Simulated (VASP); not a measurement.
Here is a VASP 6.6.1 calculation.

The input POSCAR:

```
BeS
1.0
    0.0000000000      2.4569115543      2.4569115543
    2.4569115543      0.0000000000      2.4569115543
    2.4569115543      2.4569115543      0.0000000000
Be S
1 1
Direct
    0.0000000000      0.0000000000      0.0000000000
    0.2500000000      0.2500000000      0.2500000000
```

The input INCAR.step1:

```
SYSTEM = BeS
  PREC = Accurate
  ENCUT = 660
  ISMEAR = -1
  SIGMA = 0.02
  LREAL = .FALSE.
  LASPH = .TRUE.
  NELM = 120
  GGA = PE
  ALGO = Normal
  EDIFF = 1E-5
  LWAVE = .TRUE.
  LCHARG = .FALSE.
  GGA_COMPAT = .FALSE.
  IBRION = 2
  ISIF = 3
  EDIFFG = -0.005
  NELMIN = 4
  NSW = 100
```

Contents of INCAR.step2:

```
SYSTEM = BeS
  PREC = Accurate
  ENCUT = 660
  EDIFF = 1E-7
  ISMEAR = -1
  SIGMA = 0.02
  LREAL = .FALSE.
  LASPH = .TRUE.
  NELM = 120
  ALGO = Normal
  ISIF = 3
  LWAVE = .FALSE.
  LCHARG = .FALSE.
  METAGGA = R2SCAN
  LMIXTAU = .TRUE.
  IBRION = 2
  NSW = 100
  EDIFFG = -0.005
  ISTART = 1
  GGA_COMPAT = .FALSE.
  NELMIN = 4
```

Contents of KPOINTS:

```
Automatic mesh
0
G
  9 9 9
  0 0 0
```

Potentials or basis: VASP PAW PBE potentials, release 64 (Be, S).

Command:

```sh
$ cat potpaw_PBE.64/Be/POTCAR potpaw_PBE.64/S/POTCAR > POTCAR
$ cp INCAR.step1 INCAR
$ mpirun -np 1 vasp_std > vasp.out
$ cp INCAR.step2 INCAR
$ mpirun -np 1 vasp_std > vasp.out
```

(1) What does it give for the band gap on the k mesh?

(2) What does it give for the relaxed volume?

Results:

(1) 3.70 eV, indirect (least direct gap 6.27 eV).

(2) 14.47 Å³/atom.

Caveat: the PAW data sets were made with another functional, which shifts forces and pressure a little.
